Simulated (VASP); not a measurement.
**Si (a cell with a defect): single point with PBEsol**

The system is Si (a cell with a defect).

```
CELL_PARAMETERS angstrom
0.00000 5.43000 5.43000
5.43000 0.00000 5.43000
5.43000 5.43000 0.00000
ATOMIC_POSITIONS crystal
Si 0.00005 0.00098 0.99998
Si 0.12472 0.12511 0.12468
Si 0.00004 0.00045 0.49834
Si 0.12184 0.12199 0.62765
Si 0.99989 0.49870 0.99984
Si 0.12126 0.62854 0.12125
Si 0.99379 0.50218 0.50133
Si 0.12207 0.62796 0.62750
Si 0.49837 0.00045 0.99999
Si 0.62771 0.12195 0.12179
Si 0.50197 0.99350 0.50192
Si 0.62769 0.12221 0.62766
Si 0.50135 0.50214 0.99381
Si 0.62754 0.62796 0.12205
Si 0.50214 0.50227 0.50212
Si 0.62515 0.62485 0.62518
Si 0.37497 0.37490 0.37498
```

```yaml
Program: VASP 6.6.1
Task: single point
Functional: PBEsol
Potentials_or_basis: VASP PAW PBE potentials, release 64 (Si)
Cutoff: 520 eV
k_mesh: 2 × 2 × 2
Occupations: fermi-dirac, width 0.02 eV
Spin: no spin polarisation
Dipole_correction: no
Further_INCAR_settings: LREAL = Auto; ALGO = Normal; EDIFF = 1e-07; NBANDS = 48
```

```
Pressure               : 3.5 GPa
Largest force          : 0.027 eV/Å
Band gap on the k mesh : zero (bands 34 and 35 overlap by 0.25 eV)
```

Forces in eV/Å, atoms in the order of the input:
```
Si   0.003  0.015  0.002
Si   0.002  0.005  0.002
Si  -0.010  0.000  0.022
Si  -0.005 -0.013  0.006
Si   0.000  0.026 -0.001
Si  -0.005  0.015 -0.005
Si   0.017 -0.013 -0.015
Si  -0.002 -0.014 -0.004
Si   0.022  0.001 -0.010
Si   0.007 -0.013 -0.005
Si  -0.010  0.011 -0.010
Si  -0.005 -0.002 -0.005
Si  -0.016 -0.014  0.018
Si  -0.005 -0.014 -0.003
Si   0.006  0.006  0.005
Si   0.000 -0.002  0.000
Si   0.003  0.006  0.003
```

Levels at points of the mesh, in eV from the Fermi level:
```csv
k point,band 32,band 33,band 34,band 35,band 36,band 37
"(0.00, 0.00, 0.00)",-0.76,-0.76,-0.24,-0.23,-0.22,0.05
"(0.50, 0.00, 0.00)",-1.35,-1.35,-0.33,0.52,0.53,0.88
"(0.00, 0.50, 0.00)",-1.35,-1.35,-0.33,0.52,0.53,0.88
"(0.00, 0.00, 0.50)",-1.35,-1.35,-0.33,0.52,0.53,0.88
"(0.50, 0.50, 0.50)",-1.35,-1.35,-0.32,0.52,0.53,0.88
"(0.50, 0.50, 0.00)",-1.81,-0.96,0.02,0.72,1.04,1.05
"(0.00, 0.50, 0.50)",-1.81,-0.96,0.02,0.72,1.04,1.05
"(0.50, 0.00, 0.50)",-1.81,-0.96,0.02,0.72,1.05,1.05
```

Wall time 2.2 min on 1 thread of Intel(R) Xeon(R) Platinum 8488C (Sapphire Rapids) (shared host), peak memory 0.47 GiB.

Caveat: the k points lie up to 0.50 Å⁻¹ apart; the PAW data sets were made with another functional, which shifts forces and pressure a little.
